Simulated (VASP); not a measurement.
Write the native input for VASP 6.6.1 that does the following.

| Property | Result |
| --- | --- |
| Task | single point |
| Functional | r2SCAN |
| Potentials or basis | VASP PAW PBE potentials, release 64 (Ti_sv) |
| Cutoff | 520 eV |
| k mesh | 9 × 9 × 12 |
| Occupations | fermi-dirac, width 0.1 eV |
| Spin | no spin polarisation |
| Dipole correction | no |
| Further INCAR settings | ALGO = Normal; EDIFF = 1e-07; NBANDS = 25 |

The system is Ti.

```
Ti
1.0
     4.71224    0.00000    0.00000
    -2.35612    4.08092    0.00000
     0.00000    0.00000    2.88881
Ti
3
Direct
  0.00000 0.00000 0.00000
  0.33333 0.66667 0.50000
  0.66667 0.33333 0.50000
```

This isn't the form of Ti at room conditions, which is hcp.

The input as run:

POSCAR

```
Ti
1.0
    4.7122391134      0.0000000000      0.0000000000
   -2.3561195567      4.0809220002      0.0000000000
    0.0000000000      0.0000000000      2.8888074565
Ti
3
Direct
    0.0000000000      0.0000000000      0.0000000000
    0.3333333333      0.6666666667      0.5000000000
    0.6666666667      0.3333333333      0.5000000000
```

INCAR.step1

```
ALGO     = Normal         # electronic algorithm
EDIFF    = 1E-4           # SCF threshold, eV
ENCUT    = 520            # plane-wave cutoff, eV
GGA      = PE             # functional
ISMEAR   = -1             # smearing method
LASPH    = True           # aspherical terms in the spheres
LCHARG   = False          # write CHGCAR
LREAL    = False          # projectors in reciprocal space
LWAVE    = True           # write WAVECAR
NBANDS   = 25             # bands
NELM     = 80             # most SCF steps
PREC     = Accurate       # precision mode
SIGMA    = 0.1            # smearing width, eV
```

INCAR.step2

```
ALGO     = Normal         # electronic algorithm
EDIFF    = 1E-7           # SCF threshold, eV
ENCUT    = 520            # plane-wave cutoff, eV
ISIF     = 2              # what is computed and relaxed
ISMEAR   = -1             # smearing method
ISTART   = 1            
LASPH    = True           # aspherical terms in the spheres
LCHARG   = False          # write CHGCAR
LMIXTAU  = True         
LREAL    = False          # projectors in reciprocal space
LWAVE    = False          # write WAVECAR
METAGGA  = R2SCAN         # meta-GGA
NBANDS   = 25             # bands
NELM     = 80             # most SCF steps
PREC     = Accurate       # precision mode
SIGMA    = 0.1            # smearing width, eV
```

KPOINTS

```
k-points
0
Gamma
  9 9 12
```

Potentials or basis: VASP PAW PBE potentials, release 64 (Ti_sv).

The run is started by

```bash
$ cat potpaw_PBE.64/Ti_sv/POTCAR > POTCAR
$ cp INCAR.step1 INCAR
$ mpirun -np 1 vasp_std > vasp.out
$ cp INCAR.step2 INCAR
$ mpirun -np 1 vasp_std > vasp.out
```

Results of the run:

| Quantity | Value |
| --- | --- |
| Pressure | -8.2 GPa |
| Band gap on the k mesh | zero (bands 18 and 19 overlap by 0.17 eV) |

Caveat: the cell stands under tension; the PAW data sets were made with another functional, which shifts forces and pressure a little.

Wall time 3.4 min on 1 thread of Intel(R) Xeon(R) 6975P-C (Granite Rapids), on a shared host, peak memory 0.23 GiB.
